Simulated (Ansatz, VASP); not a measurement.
Bi: VASP beside Ansatz

```xyz
1
Lattice="-1.9398 1.9398 1.9398 1.9398 -1.9398 1.9398 1.9398 1.9398 -1.9398" Properties=species:S:1:pos:R:3 pbc="T T T"
Bi    0.0000    0.0000    0.0000
```

Alike in both runs: task single point; functional r2SCAN; k mesh 16 × 16 × 16; occupations gaussian, width 0.1 eV; no spin polarisation.

```csv
,VASP,Ansatz
version,VASP 6.6.1,Ansatz 0.2.0
potentials or method,"VASP PAW PBE potentials, release 64 (Bi_d), cutoff 520 eV","scalar-relativistic, plane waves, PAW"
valence electrons in the cell,15,15
```

```tsv
	VASP	Ansatz	Ansatz less VASP
gap on the k mesh at the Fermi level (eV)	none	none	-
pressure (GPa)	4.0	4.0	+0.04
```

VASP's potentials were made for PBE, not for r2SCAN. A gap of «none» marks a metal or a gap that the smearing closes. With one functional, cell and mesh, what is left measures potentials, basis and numerics.

Spin-orbit coupling is off throughout.
